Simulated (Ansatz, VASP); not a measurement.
**Cl: VASP beside Ansatz**

Contents of INCAR:

```
SYSTEM = Cl
PREC     = Accurate       ! precision mode
ENCUT    = 600            ! plane-wave cutoff, eV
EDIFF    = 1E-7           ! SCF threshold, eV
ISMEAR   = 0              ! smearing method
SIGMA    = 0.01           ! smearing width, eV
LREAL    = .FALSE.        ! projectors in reciprocal space
LASPH    = .TRUE.         ! aspherical terms in the spheres
NELM     = 60             ! most SCF steps
ALGO     = Normal         ! electronic algorithm
ISIF     = 3              ! what is computed and relaxed
LWAVE    = .FALSE.        ! write WAVECAR
LCHARG   = .FALSE.        ! write CHGCAR
GGA      = PS             ! functional
IBRION   = 2              ! ionic algorithm
NSW      = 80             ! ionic steps
EDIFFG   = -0.001         ! ionic threshold
```

File KPOINTS:

```
Automatic mesh
0
G
  8 8 4
  0 0 0
```

POSCAR

```
Cl
1.0
    3.4479974032     -1.9407094235      0.0000000000
    3.4479974032      1.9407094235      0.0000000000
    0.0000000000      0.0000000000      8.0001439379
Cl
4
Direct
    0.8732862443      0.1267137557      0.1112271532
    0.6267137557      0.3732862443      0.6112271532
    0.1267137557      0.8732862443      0.8887728468
    0.3732862443      0.6267137557      0.3887728468
```

Input for Ansatz:

```yaml
crystal:
  lattice:
    - [3.4479974032, -1.9407094235, 0.0]
    - [3.4479974032, 1.9407094235, 0.0]
    - [0.0, 0.0, 8.0001439379]
  atoms:
    - { symbol: Cl, position: [0.8732862443, 0.1267137557, 0.1112271532] }
    - { symbol: Cl, position: [0.6267137557, 0.3732862443, 0.6112271532] }
    - { symbol: Cl, position: [0.1267137557, 0.8732862443, 0.8887728468] }
    - { symbol: Cl, position: [0.3732862443, 0.6267137557, 0.3887728468] }
basis:
  ecutwfc: 420
kpoints:
  mp_grid: { grid: [8, 8, 4] }
hamiltonian:
  xc: pbesol
scf:
  occupations: { method: fixed }
output:
  forces: true
  stress: true
  eigenvalues: true
relax:
  adjacent_minimum: "off"
  f_tol: 0.001
  max_steps: 60
  cell: { stress_tol: 0.01 }
```

Alike in both runs: task relaxation of cell and atoms; functional PBEsol; k mesh 8 × 8 × 4; no spin polarisation.

|  | VASP | Ansatz |
| --- | --- | --- |
| version | VASP 6.6.1 | Ansatz 0.2.0 |
| potentials or method | VASP PAW PBE potentials, release 64 (Cl), cutoff 600 eV | scalar-relativistic, plane waves, PAW |
| occupations | gaussian, width 0.01 eV | fixed |
| valence electrons in the cell | 28 | 28 |

VASP gave:

| Item | Value |
| --- | --- |
| gap on the k mesh at the Fermi level, each at its own relaxed structure (eV) | 2.13 |
| relaxed volume (Å³/atom) | 27.03 |
| relaxed length of the cell vector where the two differ most in proportion (Å) | 8.033 |

Which values does Ansatz return?

gap on the k mesh at the Fermi level, each at its own relaxed structure (eV): 2.02; relaxed volume (Å³/atom): 26.94; relaxed length of the cell vector where the two differ most in proportion (Å): 8.004.

VASP's potentials were made for PBE, not for PBEsol.
